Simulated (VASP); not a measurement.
Input of a VASP 6.6.1 run:

POSCAR

```
SnO
1.0
    3.0540626141      0.0000000000      0.0000000000
    0.0000000000      3.1034067819      0.0000000000
    0.0000000000      0.0000000000      3.1034067819
Sn O
1 1
Direct
    0.0000000000      0.0000000000      0.0000000000
    0.5000000000      0.5000000000      0.5000000000
```

INCAR.step1

```
ALGO = Normal
EDIFF = 1E-4
ENCUT = 520
GGA = PE
ISMEAR = -1
LASPH = True
LCHARG = False
LREAL = False
LWAVE = True
NBANDS = 17
NELM = 60
PREC = Accurate
SIGMA = 0.02
```

Contents of INCAR.step2:

```
ALGO = Normal
EDIFF = 1E-6
ENCUT = 520
ISIF = 2
ISMEAR = -1
ISTART = 1
LASPH = True
LCHARG = False
LMIXTAU = True
LREAL = False
LWAVE = False
METAGGA = R2SCAN
NBANDS = 17
NELM = 60
PREC = Accurate
SIGMA = 0.02
```

File KPOINTS:

```
k-points
0
Gamma
  8 8 8
```

Potentials or basis: VASP PAW PBE potentials, release 64 (Sn_d, O).

Launch:

```console
$ cat potpaw_PBE.64/Sn_d/POTCAR potpaw_PBE.64/O/POTCAR > POTCAR
$ cp INCAR.step1 INCAR
$ mpirun -np 1 vasp_std > vasp.out
$ cp INCAR.step2 INCAR
$ mpirun -np 1 vasp_std > vasp.out
```

Predict the pressure.

2.0 GPa.

Predict the band gap on the k mesh.

zero (band 10 reaches 8.72 eV, above the bottom of band 11 at 8.46 eV).

Stress tensor (GPa, compression positive):
```
2.97 0.00 0.00
0.00 1.46 0.00
0.00 0.00 1.46
```

Caveat: the cell differs from its parent crystal (uniaxial x strain -1.6%); the PAW data sets were made with another functional, which shifts forces and pressure a little; spin-orbit coupling is left out, which moves the levels of the heavy elements.
